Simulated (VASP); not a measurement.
SiC:

```
Si C
1.0
     1.36674   -3.22169    0.00000
     1.36674    3.22169    0.00000
     0.00000    0.00000    2.72858
Si C
1 1
Direct
  0.50000 0.50000 0.00000
  0.00000 0.00000 0.50000
```

- Program: VASP 6.6.1
- Task: relaxation of cell and atoms
- Functional: PBE
- Potentials or basis: VASP PAW PBE potentials, release 64 (Si, C)
- Cutoff: 600 eV
- k mesh: 22 × 22 × 20
- Occupations: gaussian, width 0.1 eV
- Spin: no spin polarisation

At the start: pressure -0.8 GPa; volume 12.01 Å³/atom.

**Question.** How do energy, volume and symmetry change on relaxing?

**Answer.** Over 10 steps the energy falls by 2.8 meV/atom and the volume is 12.76 Å³/atom (+6.2 %); space group Cmmm (No. 65, to 0.05 Å).

Step by step:
```csv
step,energy change (eV),largest force (eV/Å),pressure (GPa),volume (Å³)
1,0.0000,0.0000,-0.80,24.03
2,0.0002,0.0000,1.95,23.82
3,-0.0008,0.0000,0.47,23.93
4,-0.0013,0.0000,0.44,24.01
5,-0.0025,0.0000,0.35,24.25
6,-0.0043,0.0000,0.18,24.73
7,-0.0054,0.0000,-0.07,25.70
8,-0.0055,0.0000,-0.03,25.50
9,-0.0047,0.0000,0.23,25.59
10,-0.0056,0.0000,0.03,25.52
```

Final structure:
```
CELL_PARAMETERS angstrom
1.36116 -3.44372 0.00000
1.36116 3.44372 0.00000
0.00000 0.00000 2.72176
ATOMIC_POSITIONS crystal
Si 0.50000 0.50000 0.00000
C 0.00000 0.00000 0.50000
```
